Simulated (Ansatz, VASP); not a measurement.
## SiC in VASP and in Ansatz

The input INCAR:

```
SYSTEM = SiC
PREC     = Accurate       ! precision mode
ENCUT    = 520            ! plane-wave cutoff, eV
EDIFF    = 1E-6           ! SCF threshold, eV
ISMEAR   = -1             ! smearing method
SIGMA    = 0.02           ! smearing width, eV
LREAL    = .FALSE.        ! projectors in reciprocal space
LASPH    = .TRUE.         ! aspherical terms in the spheres
NELM     = 60             ! most SCF steps
ALGO     = Normal         ! electronic algorithm
ISIF     = 2              ! what is computed and relaxed
LWAVE    = .FALSE.        ! write WAVECAR
LCHARG   = .FALSE.        ! write CHGCAR
GGA      = PE             ! functional
NBANDS   = 11             ! bands
```

KPOINTS

```
Automatic mesh
0
G
  10 10 10
  0 0 0
```

Contents of POSCAR:

```
SiC
1.0
    0.0000000000      2.0717633977      2.2435524377
    2.0717633977      0.0000000000      2.2435524377
    2.0717633977      2.0717633977      0.0000000000
Si C
1 1
Direct
    0.0000000000      0.0000000000      0.0000000000
    0.2500000000      0.2500000000      0.2500000000
```

Input for Ansatz:

```yaml
crystal:
  lattice:
    - [0.0, 2.0717633977, 2.2435524377]
    - [2.0717633977, 0.0, 2.2435524377]
    - [2.0717633977, 2.0717633977, 0.0]
  atoms:
    - { symbol: Si, position: [0.0, 0.0, 0.0] }
    - { symbol: C, position: [0.25, 0.25, 0.25] }
kpoints:
  mp_grid: { grid: [10, 10, 10] }
  band_path:
    path:
      - [0.0, 0.0, 0.0]
      - [-0.5, -0.5, 0.0]
      - [-0.375, -0.375, 0.25]
      - [-0.375, 0.0, 0.375]
      - [0.0, 0.0, 0.5]
      - [-0.5, -0.25, 0.25]
    npoints: 1
hamiltonian:
  xc: pbe
scf:
  occupations: { method: fermi_dirac, width: 0.02 }
  n_extra_bands: 4
output:
  forces: true
  stress: true
  eigenvalues: true
  write_density: true
  write_potential: true
  elf: true
  volumetric_format: npy
```

Change from the starting cell: epitaxial_xy strain -4.9%.

Alike in both runs: task single point; functional PBE; k mesh 10 × 10 × 10; occupations fermi-dirac, width 0.02 eV; no spin polarisation.

|  | VASP | Ansatz |
| --- | --- | --- |
| version | VASP 6.6.1 | Ansatz 0.2.0 |
| potentials or method | VASP PAW PBE potentials, release 64 (Si, C) | plane waves, PAW |
| plane-wave cutoff (eV) | 520 | 420 |
| valence electrons in the cell | 8 | 8 |

VASP gave:

- gap on the k mesh at the Fermi level (eV): 0.83
- pressure (GPa): 21.2
- traceless stress, the component that is largest in VASP (GPa): -16.40

Question: Estimate Ansatz's values.

Answer: gap on the k mesh at the Fermi level (eV): 0.84; pressure (GPa): 21.3; traceless stress, the component that is largest in VASP (GPa): -16.35.
